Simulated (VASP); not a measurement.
# SnO2 (Imma) in VASP: further runs

The runs below take SnO2 through single point, with LDA.

Everything below comes from runs of VASP 6.6.1. Logs are shortened: lines on timing, memory, paths and dates and some standing lists are left out, and cuts for length are marked.

**1. The cell of the first run**

The structure is orthorhombic, space group Imma (No. 74). Conventional cell: a = 3.972 Å, b = 4.270 Å, c = 10.180 Å, α = 90.00°, β = 90.00°, γ = 90.00°. Within 2.7 Å of Sn (site symmetry mm2) lie 6 O at 2.04 to 2.19 Å. Within 2.7 Å of O (site symmetry mm2) lie 3 Sn at 2.04 to 2.07 Å and 2 O at 2.54 Å. O (site symmetry mm2) has 3 Sn at 2.07 to 2.19 Å and 2 O at 2.66 Å within 2.7 Å.

**2. Single point, LDA (strain +0.0750 x Voigt [0, 1, 0, 0, 0, 0])**

Contents of INCAR:

```
SYSTEM = SnO2
ALGO = Normal
EDIFF = 1E-6
ENCUT = 520
GGA = CA
ISIF = 2
ISMEAR = 0
LASPH = .TRUE.
LCHARG = .FALSE.
LREAL = .FALSE.
LWAVE = .FALSE.
NBANDS = 35
NELM = 60
PREC = Accurate
SIGMA = 0.05
```

Contents of KPOINTS:

```
k-points
0
G
  10 10 10
  0 0 0
```

Contents of POSCAR:

```
SnO2
1.0
   -1.9861130355      2.1350715132      5.0901677926
    1.9861130355     -2.1350715132      5.0901677926
    1.9861130355      2.1350715132     -5.0901677926
Sn O
2 4
Direct
    0.7500000000      0.2500000000      0.5000000000
    0.0000000000      0.0000000000      0.0000000000
    0.7969975836      0.7969975836      0.0000000000
    0.9530024164      0.4530024164      0.5000000000
    0.2030024164      0.2030024164      0.0000000000
    0.5469975836      0.0469975836      0.5000000000
```

Potentials or basis: VASP PAW LDA potentials, release 64 (Sn_d, O).

Run with:

```
$ cat potpaw_LDA.64/Sn_d/POTCAR potpaw_LDA.64/O/POTCAR > POTCAR
$ mpirun -np 1 vasp_std > vasp.out
```

OUTCAR:

```text
SYSTEM = SnO2
   EDIFF = 1E-6
   ENCUT = 520
   GGA = CA
   ISIF = 2
   ISMEAR = 0
   LASPH = .TRUE.
   LREAL = .FALSE.
   NELM = 60
   PREC = Accurate

 ion  position               nearest neighbor table
   1  0.750  0.250  0.500-   3 2.04   3 2.04   6 2.07   4 2.07   5 2.19   5 2.19   2 3.23   2 3.23
                             2 3.32   2 3.32
   2  0.000  0.000  0.000-   4 2.04   4 2.04   5 2.07   3 2.07   6 2.19   6 2.19   1 3.23   1 3.23
                             1 3.32   1 3.32
   3  0.797  0.797  0.000-   1 2.04   1 2.04   2 2.07
   4  0.953  0.453  0.500-   2 2.04   2 2.04   1 2.07
   5  0.203  0.203  0.000-   2 2.07   1 2.19   1 2.19
   6  0.547  0.047  0.500-   1 2.07   2 2.19   2 2.19

  LATTYP: Found a body centered orthorhombic cell.
 ALAT       =     3.9722260710
 B/A-ratio  =     1.0750000000
 C/A-ratio  =     2.5628792026

  Lattice vectors:

 A1 = (  -1.9861130355,   2.1350715132,   5.0901677926)
 A2 = (   1.9861130355,  -2.1350715132,   5.0901677926)
 A3 = (   1.9861130355,   2.1350715132,  -5.0901677926)

Analysis of symmetry for initial positions (statically):
=====================================================================
 Subroutine PRICEL returns:
 Original cell was already a primitive cell.

 Routine SETGRP: Setting up the symmetry group for a
 body centered orthorhombic supercell.

 Subroutine GETGRP returns: Found  8 space group operations
 (whereof  4 operations were pure point group operations)
 out of a pool of  8 trial point group operations.

The static configuration has the point symmetry C_2v.
 The point group associated with its full space group is D_2h.

Analysis of symmetry for dynamics (positions and initial velocities):
=====================================================================
 Subroutine PRICEL returns:
 Original cell was already a primitive cell.

 Routine SETGRP: Setting up the symmetry group for a
 body centered orthorhombic supercell.

 Subroutine GETGRP returns: Found  8 space group operations
 (whereof  4 operations were pure point group operations)
 out of a pool of  8 trial point group operations.

The dynamic configuration has the point symmetry C_2v.
 The point group associated with its full space group is D_2h.

 Subroutine INISYM returns: Found  8 space group operations
 (whereof  4 operations are pure point group operations),
[... 99 lines left out ...]
   LNONCOLLINEAR =      F non collinear calculations
   LSORBIT =      F    spin-orbit coupling
   LASPH  =      T    aspherical Exc in radial PAW
   ENCUT  =  520.0 eV  38.22 Ry    6.18 a.u.  10.91 10.91 10.91*2*pi/ulx,y,z
   NELM   =     60;   NELMIN=  2; NELMDL= -5     # of ELM steps
   EDIFF  = 0.1E-05   stopping-criterion for ELM
   LREAL  =      F    real-space projection
   EDIFFG = 0.1E-04   stopping-criterion for IOM
   NSW    =      0    number of steps for IOM
   IBRION =     -1    ionic relax: 0-MD 1-quasi-New 2-CG
   NFREE  =      0    steps in history (QN), initial steepest desc. (CG)
   ISIF   =      2    stress and relaxation
   ISYM   =      2    0-nonsym 1-usesym 2-fastsym
   POTIM  = 0.5000    time-step for ionic-motion
   TEBEG  =    0.0;   TEEND  =   0.0 temperature during run
   PSTRESS=    0.0 pullay stress
   NELECT =      52.0000    total number of electrons
   NUPDOWN=      -1.0000    fix difference up-down
   EMIN   =  10.00;   EMAX   =-10.00  energy-range for DOS
   EFERMI =   0.00;   METHOD = LEGACY
   ISMEAR =     0;   SIGMA  =   0.05  broadening in eV -4-tet -1-fermi 0-gaus
   EFERMI_NEDOS =   21; number of points for ismear=-14 and -15
   IALGO  =     38    algorithm
   IMIX   =      4    mixing-type and parameters
     AMIX     =   0.40;   BMIX     =  1.00
     AMIX_MAG =   1.60;   BMIX_MAG =  1.00
  volume/ion in A,a.u.               =      14.39        97.11
  Fermi-wavevector in a.u.,A,eV,Ry     =   1.382525  2.612594 26.005856  1.911376
  Thomas-Fermi vector in A             =   2.507209
   LORBIT       =      0    0 simple, 1 ext, 2 COOP (PROOUT), +10 PAW based schemes
   GGA     = CA    functional components
   LHFCALC =     F    Hartree Fock is set to
   AEXX    =    0.0000 exact exchange contribution
   IVDW    =     0    specifies the selected vdW correction
   LEPSILON=     F    determine dielectric tensor
   LRPA    =     F    only Hartree local field effects (RPA)
 non-spin polarized calculation
 Gauss-broadening in eV      SIGMA  =   0.05
  energy-cutoff  :      520.00
  volume of cell :       86.34
 maximum number of plane-waves:      2356
 NGX is ok and might be reduce to    48
   NGX = 21   NGY = 21   NGZ = 21

 number of electron      52.0000001 magnetization

 Free energy of the ion-electron system (eV)
  ---------------------------------------------------
  ext. energy  EPLUGINS =         0.00000000
  ---------------------------------------------------
  free energy    TOTEN  =       -41.34871099 eV

  energy without entropy =      -41.34871099  energy(sigma->0) =      -41.34871099

 E-fermi :   3.4596     XC(G=0): -10.6013

 val. band max:        3.2523406072   @ k =   0.5000   0.5000   0.5000
 cond. band min:       4.4150187086   @ k =   0.0000   0.0000   0.0000
 fundamental gap:      1.1626781014
 Fermi energy:         3.4596008071

 k-point     1 :       0.0000    0.0000    0.0000
  band No.  band energies     occupation
      1     -17.2679      2.00000
      2     -17.1073      2.00000
      3     -16.8073      2.00000
      4     -16.5468      2.00000
      5     -16.4407      2.00000
      6     -16.3842      2.00000
[... 901 lines left out ...]
     34      13.8149      0.00000
     35      14.5121      0.00000

 [... further k-points ...]
[... 5 lines left out ...]
  --------------------------------------------------------------------------------------
  -------------------------------------------------------------------------------------
  Total       -0.1107887    -10.2629406     -3.4359358      0.0000000      0.0000000      0.0000000
  in kB       -2.0558790   -190.4469050    -63.7598300      0.0000000      0.0000000      0.0000000
  external PRESSURE =     -85.4208713 kB  Pullay stress =       0.0000000 kB

 VOLUME and BASIS-vectors are now :
 -----------------------------------------------------------------------------
  energy-cutoff  :      520.00
  volume of cell :       86.34
      direct lattice vectors                 reciprocal lattice vectors
    -1.986113036  2.135071513  5.090167793     0.000000000  0.234184193  0.098228589
     1.986113036 -2.135071513  5.090167793     0.251748008  0.000000000  0.098228589
     1.986113036  2.135071513 -5.090167793     0.251748008  0.234184193  0.000000000

 POSITION                                       TOTAL-FORCE (eV/Angst)
 -----------------------------------------------------------------------------------
     -0.00000      2.13507      2.54508         0.000000     -0.000000     -1.332724
      0.00000      0.00000      0.00000        -0.000000      0.000000      1.332724
      0.00000      0.00000      8.11370        -0.000000     -0.000000      0.092440
     -0.00000      2.13507      4.61172        -0.000000     -0.000000     -0.092440
      0.00000      0.00000      2.06663        -0.000000     -0.000000     -0.084619
      0.00000      2.13507      0.47845        -0.000000     -0.000000      0.084619
 -----------------------------------------------------------------------------------
    total drift:                                0.000000     -0.000000      0.000000

  FREE ENERGIE OF THE ION-ELECTRON SYSTEM (eV)
  ---------------------------------------------------
  free  energy   TOTEN  =       -41.3487109934 eV

  energy  without entropy=      -41.3487109934  energy(sigma->0) =      -41.34871099
```

It took 7.9 min on 1 thread of Intel Xeon 6975P-C (Granite Rapids), shared host; peak memory 0.53 GiB.

Results:

- Free energy: -41.3487 eV
- Pressure: -8.5 GPa
- Largest force: 1.333 eV/Å
- Band gap on the k mesh: 1.16 eV, indirect (least direct gap 1.23 eV)

Forces in eV/Å, atoms in the order of the input:
```
Sn   0.000  0.000 -1.333
Sn   0.000  0.000  1.333
O    0.000  0.000  0.092
O    0.000  0.000 -0.092
O    0.000  0.000 -0.085
O    0.000  0.000  0.085
```

Stress tensor (GPa, compression positive):
```
 -0.21   0.00   0.00
  0.00 -19.04   0.00
  0.00   0.00  -6.38
```

Levels at points of the mesh, in eV from the valence-band top:
```
           k point  band 23  band 24  band 25  band 26  band 27  band 28  band 29  band 30
(0.00, 0.00, 0.00)    -0.73    -0.70    -0.50    -0.07     1.16     5.02     8.91     9.52
(0.50, 0.00, 0.00)    -0.61    -0.43    -0.43    -0.39     4.22     5.47     7.19     7.61
(0.00, 0.50, 0.00)    -1.14    -1.09    -0.50    -0.38     4.39     5.74     7.65     8.25
(0.50, 0.50, 0.00)    -0.72    -0.72    -0.10    -0.10     6.47     6.47     6.97     6.97
(0.50, 0.50, 0.50)    -1.29    -0.70    -0.56     0.00     3.75     3.77     7.31     7.37
```

Caveat: the cell differs from its parent crystal (strain +0.0750 x Voigt [0, 1, 0, 0, 0, 0]); spin-orbit coupling is left out, which moves the levels of the heavy elements; forces of over 1 eV/Å act on the atoms, so gaps and moduli don't describe the material at rest.

**3. Single point, LDA (strain +0.0875 x Voigt [0, 1, 0, 0, 0, 0])**

Contents of INCAR:

```
ALGO = Normal ; EDIFF = 1E-6
ENCUT = 520 ; GGA = CA
ISIF = 2 ; ISMEAR = 0
LASPH = True ; LCHARG = True
LELF = True ; LREAL = False
LVHAR = True ; LWAVE = False
NBANDS = 35 ; NELM = 60
PREC = Accurate ; SIGMA = 0.05
```

Contents of KPOINTS:

```
k-points
0
Gamma
  10 10 10
```

POSCAR: that of step 2 with these lines changed.

```diff
@@ -2,5 +2,5 @@
 1.0
-   -1.9861130355      2.1350715132      5.0901677926
-    1.9861130355     -2.1350715132      5.0901677926
-    1.9861130355      2.1350715132     -5.0901677926
+   -1.9861130355      2.1598979261      5.0901677926
+    1.9861130355     -2.1598979261      5.0901677926
+    1.9861130355      2.1598979261     -5.0901677926
 Sn O
```

Potentials or basis: VASP PAW LDA potentials, release 64 (Sn_d, O).

Run with:

```
$ cat potpaw_LDA.64/Sn_d/POTCAR potpaw_LDA.64/O/POTCAR > POTCAR
$ mpirun -np 1 vasp_std > vasp.out
```

OUTCAR:

```text
EDIFF = 1E-6
   ENCUT = 520
   GGA = CA
   ISIF = 2
   ISMEAR = 0
   LASPH = True
   LREAL = False
   NELM = 60
   PREC = Accurate

 ion  position               nearest neighbor table
   1  0.750  0.250  0.500-   3 2.04   3 2.04   6 2.07   4 2.07   5 2.21   5 2.21   2 3.23   2 3.23
                             2 3.34   2 3.34
   2  0.000  0.000  0.000-   4 2.04   4 2.04   5 2.07   3 2.07   6 2.21   6 2.21   1 3.23   1 3.23
                             1 3.34   1 3.34
   3  0.797  0.797  0.000-   1 2.04   1 2.04   2 2.07
   4  0.953  0.453  0.500-   2 2.04   2 2.04   1 2.07
   5  0.203  0.203  0.000-   2 2.07   1 2.21   1 2.21
   6  0.547  0.047  0.500-   1 2.07   2 2.21   2 2.21

  LATTYP: Found a body centered orthorhombic cell.
 ALAT       =     3.9722260710
 B/A-ratio  =     1.0875000000
 C/A-ratio  =     2.5628792026

  Lattice vectors:

 A1 = (  -1.9861130355,   2.1598979261,   5.0901677926)
 A2 = (   1.9861130355,  -2.1598979261,   5.0901677926)
 A3 = (   1.9861130355,   2.1598979261,  -5.0901677926)

Analysis of symmetry for initial positions (statically):
=====================================================================
 Subroutine PRICEL returns:
 Original cell was already a primitive cell.

 Routine SETGRP: Setting up the symmetry group for a
 body centered orthorhombic supercell.

 Subroutine GETGRP returns: Found  8 space group operations
 (whereof  4 operations were pure point group operations)
 out of a pool of  8 trial point group operations.

The static configuration has the point symmetry C_2v.
 The point group associated with its full space group is D_2h.

Analysis of symmetry for dynamics (positions and initial velocities):
=====================================================================
 Subroutine PRICEL returns:
 Original cell was already a primitive cell.

 Routine SETGRP: Setting up the symmetry group for a
 body centered orthorhombic supercell.

 Subroutine GETGRP returns: Found  8 space group operations
[... 129 lines left out ...]
   IALGO  =     38    algorithm
   IMIX   =      4    mixing-type and parameters
     AMIX     =   0.40;   BMIX     =  1.00
     AMIX_MAG =   1.60;   BMIX_MAG =  1.00
  volume/ion in A,a.u.               =      14.56        98.24
  Fermi-wavevector in a.u.,A,eV,Ry     =   1.377208  2.602546 25.806194  1.896702
  Thomas-Fermi vector in A             =   2.502382
   LORBIT       =      0    0 simple, 1 ext, 2 COOP (PROOUT), +10 PAW based schemes
   GGA     = CA    functional components
   LHFCALC =     F    Hartree Fock is set to
   AEXX    =    0.0000 exact exchange contribution
   IVDW    =     0    specifies the selected vdW correction
   LEPSILON=     F    determine dielectric tensor
   LRPA    =     F    only Hartree local field effects (RPA)
 non-spin polarized calculation
 Gauss-broadening in eV      SIGMA  =   0.05
  energy-cutoff  :      520.00
  volume of cell :       87.34
 maximum number of plane-waves:      2378
 NGX is ok and might be reduce to    48
   NGX = 21   NGY = 21   NGZ = 21

 number of electron      52.0000002 magnetization

 Free energy of the ion-electron system (eV)
  ---------------------------------------------------
  ext. energy  EPLUGINS =         0.00000000
  ---------------------------------------------------
  free energy    TOTEN  =       -41.22450558 eV

  energy without entropy =      -41.22450558  energy(sigma->0) =      -41.22450558

 E-fermi :   3.4814     XC(G=0): -10.5428

 val. band max:        3.1888219415   @ k =   0.5000   0.5000   0.5000
 cond. band min:       4.2320679263   @ k =   0.0000   0.0000   0.0000
 fundamental gap:      1.0432459848
 Fermi energy:         3.4814225769

 k-point     1 :       0.0000    0.0000    0.0000
  band No.  band energies     occupation
      1     -17.4172      2.00000
      2     -17.2466      2.00000
      3     -16.9167      2.00000
      4     -16.6922      2.00000
      5     -16.5883      2.00000
      6     -16.5269      2.00000
[... 901 lines left out ...]
     34      13.6692      0.00000
     35      14.3125      0.00000

 [... further k-points ...]
[... 5 lines left out ...]
  --------------------------------------------------------------------------------------
  -------------------------------------------------------------------------------------
  Total       -0.1379007    -11.4259792     -3.9784467      0.0000000      0.0000000      0.0000000
  in kB       -2.5295764   -209.5920143    -72.9784862      0.0000000      0.0000000      0.0000000
  external PRESSURE =     -95.0333590 kB  Pullay stress =       0.0000000 kB

 VOLUME and BASIS-vectors are now :
 -----------------------------------------------------------------------------
  energy-cutoff  :      520.00
  volume of cell :       87.34
      direct lattice vectors                 reciprocal lattice vectors
    -1.986113036  2.159897926  5.090167793     0.000000000  0.231492421  0.098228589
     1.986113036 -2.159897926  5.090167793     0.251748008  0.000000000  0.098228589
     1.986113036  2.159897926 -5.090167793     0.251748008  0.231492421  0.000000000

 POSITION                                       TOTAL-FORCE (eV/Angst)
 -----------------------------------------------------------------------------------
     -0.00000      2.15990      2.54508         0.000000     -0.000000     -1.500021
      0.00000      0.00000      0.00000        -0.000000     -0.000000      1.500021
      0.00000      0.00000      8.11370         0.000000      0.000000      0.115118
     -0.00000      2.15990      4.61172        -0.000000      0.000000     -0.115118
      0.00000      0.00000      2.06663        -0.000000      0.000000     -0.133531
      0.00000      2.15990      0.47845        -0.000000      0.000000      0.133531
 -----------------------------------------------------------------------------------
    total drift:                                0.000000     -0.000000      0.000000

  FREE ENERGIE OF THE ION-ELECTRON SYSTEM (eV)
  ---------------------------------------------------
  free  energy   TOTEN  =       -41.2245055847 eV

  energy  without entropy=      -41.2245055847  energy(sigma->0) =      -41.22450558
```

stdout:

```text
POSCAR found type information on POSCAR SnO
 POSCAR found :  2 types and       6 ions
 scaLAPACK will be used
 LDA part: xc-table for (Slater(with rela. corr.)+CA(PZ))
 , standard interpolation
 POSCAR, INCAR and KPOINTS ok, starting setup
 FFT: planning ... GRIDC
 FFT: planning ... GRID_SOFT
 FFT: planning ... GRID
 WAVECAR not read
 entering main loop
```

It took 23 min on 1 thread of Intel Xeon Platinum 8259CL at 2.50GHz (Skylake/Cascade Lake), shared host; peak memory 0.54 GiB.

Results:

```yaml
Free_energy: -41.2245 eV
Pressure: -9.5 GPa
Largest_force: 1.500 eV/Å
Band_gap_on_the_k_mesh: 1.04 eV, indirect (least direct gap 1.11 eV)
```

Forces on the atoms (eV/Å):
```
Sn   0.000  0.000 -1.500
Sn   0.000  0.000  1.500
O    0.000  0.000  0.115
O    0.000  0.000 -0.115
O    0.000  0.000 -0.134
O    0.000  0.000  0.134
```

Stress tensor (GPa, compression positive):
```
 -0.25   0.00   0.00
  0.00 -20.96   0.00
  0.00   0.00  -7.30
```

Caveat: the cell differs from its parent crystal (strain +0.0875 x Voigt [0, 1, 0, 0, 0, 0]); spin-orbit coupling is left out, which moves the levels of the heavy elements; forces of over 1 eV/Å act on the atoms, so gaps and moduli don't describe the material at rest.
